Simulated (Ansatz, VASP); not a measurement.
# GaSb in VASP and in Ansatz

```
Ga Sb
1.0
     0.00000    3.06588    3.06588
     3.06588    0.00000    3.06588
     3.06588    3.06588    0.00000
Ga Sb
1 1
Direct
  0.00000 0.00000 0.00000
  0.25000 0.25000 0.25000
```

Alike in both runs: task single point; functional r2SCAN; k mesh 6 × 6 × 6; occupations fermi-dirac, width 0.02 eV; no spin polarisation.

|  | VASP | Ansatz |
| --- | --- | --- |
| version | VASP 6.6.1 | Ansatz 0.2.0 |
| potentials or method | VASP PAW PBE potentials, release 64 (Ga_d, Sb_d_GW) | plane waves |
| plane-wave cutoff (eV) | 550 | 500 |
| valence electrons in the cell | 28 | 28 |

```tsv
	VASP	Ansatz	Ansatz less VASP
pressure (GPa)	0.0	0.0	0.00
```

VASP's potentials were made for PBE, not for r2SCAN. The functional is the same, so the differences come from potentials, cutoffs and numerics.

Neither program's run includes spin-orbit coupling.
